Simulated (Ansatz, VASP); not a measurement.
**One calculation of Sr2NiH4, two programs**

```xyz
14
Lattice="3.6499 3.6027 0.0000 3.6499 -3.6027 0.0000 0.4180 0.0000 -7.4071" Properties=species:S:1:pos:R:3 pbc="T T T"
H     2.2000    0.0000   -3.7998
H     5.5178    0.0000   -3.6072
H     2.2151    0.0000   -6.5256
H     5.5026    0.0000   -0.8814
H     3.1846    0.0000   -2.1036
H     4.5331    0.0000   -5.3035
H     3.6499   -1.9959    0.0000
H     3.6499    1.9959    0.0000
Ni    0.0000    0.0000    0.0000
Ni    3.8589    0.0000   -3.7035
Sr    2.4690    1.9815   -5.5923
Sr    5.2487    1.9815   -1.8147
Sr    5.2487   -1.9815   -1.8147
Sr    2.4690   -1.9815   -5.5923
```

Alike in both runs: task single point; functional r2SCAN; k mesh 5 × 5 × 4; occupations tetrahedron; no spin polarisation.

```csv
,VASP,Ansatz
version,VASP 6.6.1,Ansatz 0.2.0
potentials or method,"VASP PAW PBE potentials, release 64 (H, Ni, Sr_sv), cutoff 520 eV",PAW plane waves
valence electrons in the cell,68,84
```

VASP gave:

```
pressure (GPa)                     : 2.8
rms of the force components (eV/Å) : 0.599
```

Problem. What did Ansatz give for the same quantities?

Solution. Pressure (GPa): 2.7; rms of the force components (eV/Å): 0.600.

VASP's potentials were made for PBE, not for r2SCAN. VASP's potentials hold 68 valence electrons a cell and Ansatz's 84, so a difference there can come from the potentials and not from the codes. Ansatz's warnings: band table not solved further, product built on unsolved table, tetrahedron derivatives may miss energy slope.
